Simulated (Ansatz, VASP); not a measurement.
**Pd: VASP beside Ansatz**

```
Pd
1.0
    -1.57228    1.57228    1.57228
     1.57228   -1.57228    1.57228
     1.57228    1.57228   -1.57228
Pd
1
Direct
  0.00000 0.00000 0.00000
```

Alike in both runs: task relaxation of cell and atoms; functional PBEsol; k mesh 8 × 8 × 8; occupations gaussian, width 0.1 eV; no spin polarisation.

|  | VASP | Ansatz |
| --- | --- | --- |
| version | VASP 6.6.1 | Ansatz 0.2.0 |
| potentials or method | VASP PAW PBE potentials, release 64 (Pd), cutoff 500 eV | scalar-relativistic, plane waves, PAW |
| valence electrons in the cell | 10 | 18 |

```tsv
	VASP	Ansatz	Ansatz less VASP
gap on the k mesh at the Fermi level, each at its own relaxed structure (eV)	none	none	-
relaxed volume (Å³/atom)	14.69	14.70	+0.009
relaxed cell length with the largest relative difference (Å)	2.672	2.673	+0.0005
```

VASP's potentials were made for PBE, not for PBEsol. A gap of «none» marks a metal or a gap that the smearing closes. VASP's potentials hold 10 valence electrons a cell and Ansatz's 18, so a difference there can come from the potentials and not from the codes.
